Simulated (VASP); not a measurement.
The system is ZnCu.

```
Cu Zn
1.0
     4.02173    0.00000    0.00000
    -2.01087    3.48292    0.00000
     0.00000    0.00000    4.85052
Cu Zn
2 2
Direct
  0.00000 0.00000 0.00000
  0.00000 0.00000 0.50000
  0.33333 0.66667 0.25000
  0.66667 0.33333 0.75000
```

* Program: VASP 6.6.1
* Task: relaxation of cell and atoms
* Functional: PBE
* Potentials or basis: VASP PAW PBE potentials, release 64 (Cu, Zn)
* Cutoff: 600 eV
* k mesh: 12 × 12 × 10
* Occupations: gaussian, width 0.1 eV
* Spin: no spin polarisation

At the start: pressure -4.2 GPa; volume 16.99 Å³/atom.

**Question.** How do energy, volume and symmetry change on relaxing?

**Answer.** Over 6 steps the energy falls by 20.4 meV/atom and the volume is 15.81 Å³/atom (-6.9 %); space group P6_3/mmc (No. 194, to 0.05 Å).

Step by step:
```tsv
step	energy change (eV)	largest force (eV/Å)	pressure (GPa)	volume (Å³)
1	0.0000	0.0000	-4.22	67.94
2	-0.0693	0.0000	-0.03	63.63
3	-0.0697	0.0000	0.26	63.36
4	-0.0777	0.0000	0.02	63.31
5	-0.0816	0.0000	-0.13	63.23
6	-0.0816	0.0000	-0.05	63.23
```

Final structure:
```
Cu Zn
1.0
     3.86741    0.00000    0.00000
    -1.93370    3.34927    0.00000
     0.00000    0.00000    4.88150
Cu Zn
2 2
Cartesian
  0.0000 0.0000 0.0000
  0.0000 0.0000 2.4408
  0.0000 2.2328 1.2204
  1.9337 1.1164 3.6611
```
